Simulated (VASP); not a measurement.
Input of a VASP 6.6.1 run:

Contents of INCAR:

```
ALGO = Normal ; EDIFF = 1E-6
ENCUT = 520 ; GGA = PS
ISIF = 2 ; ISMEAR = -1
LASPH = True ; LCHARG = False
LREAL = False ; LWAVE = False
NBANDS = 35 ; NELM = 80
PREC = Accurate ; SIGMA = 0.2
```

Contents of KPOINTS:

```
k-points
0
Gamma
  12 12 4
```

File POSCAR:

```
Hf2S
1.0
    3.3742737662      0.0000000000      0.0000000000
   -1.6871368831      2.9222068008      0.0000000000
    0.0000000000      0.0000000000     11.7174070300
Hf S
4 2
Direct
    0.6666666667      0.3333333333      0.8998116400
    0.3333333333      0.6666666667      0.3998116400
    0.6666666667      0.3333333333      0.6001883600
    0.3333333333      0.6666666667      0.1001883600
    0.0000000000      0.0000000000      0.7500000000
    0.0000000000      0.0000000000      0.2500000000
```

Potentials or basis: VASP PAW PBE potentials, release 64 (Hf_pv, S).

The run is started by

```bash
$ cat potpaw_PBE.64/Hf_pv/POTCAR potpaw_PBE.64/S/POTCAR > POTCAR
$ mpirun -np 1 vasp_std > vasp.out
```

**Question.** Estimate the band gap on the k mesh.

**Answer.** Zero (bands 26 and 27 overlap by 0.92 eV).

**Question.** Estimate the largest force.

**Answer.** 0.258 eV/Å.

**Question.** What does it give for the pressure?

**Answer.** -3.1 GPa.

Forces in eV/Å, atoms in the order of the input:
```
Hf   0.000  0.000 -0.258
Hf   0.000  0.000 -0.258
Hf   0.000  0.000  0.258
Hf   0.000  0.000  0.258
S    0.000  0.000  0.000
S    0.000  0.000  0.000
```

Caveat: the cell stands under tension; the PAW data sets were made with another functional, which shifts forces and pressure a little; spin-orbit coupling is left out, which moves the levels of the heavy elements.
